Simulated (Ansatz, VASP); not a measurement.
**AlN: VASP beside Ansatz**

```
Al N
1.0
     0.00000    2.02259    2.02259
     2.02259    0.00000    2.02259
     2.02259    2.02259    0.00000
Al N
1 1
Cartesian
  2.0226 2.0226 2.0226
  0.0000 0.0000 0.0000
```

Alike in both runs: functional PBEsol; k mesh 10 × 10 × 10; occupations gaussian, width 0.02 eV; no spin polarisation.

Ansatz relaxed the structure, and its values are those at the end. VASP's run is a single point on that final structure, the one shown.

|  | VASP | Ansatz |
| --- | --- | --- |
| version | VASP 6.6.1 | Ansatz 0.2.0 |
| potentials or method | VASP PAW PBE potentials, release 64 (Al, N), cutoff 600 eV | scalar-relativistic, all-electron LAPW |

|  | VASP | Ansatz | Ansatz less VASP |
| --- | --- | --- | --- |
| gap on the k mesh at the Fermi level (eV) | 4.54 | 4.54 | -0.005 |
| least direct gap on the mesh (eV) | 5.65 | 5.64 | -0.006 |
| pressure (GPa) | -0.2 | 0.0 | +0.27 |

VASP's potentials were made for PBE, not for PBEsol. Ansatz ran all-electron here, and VASP with PAW potentials.
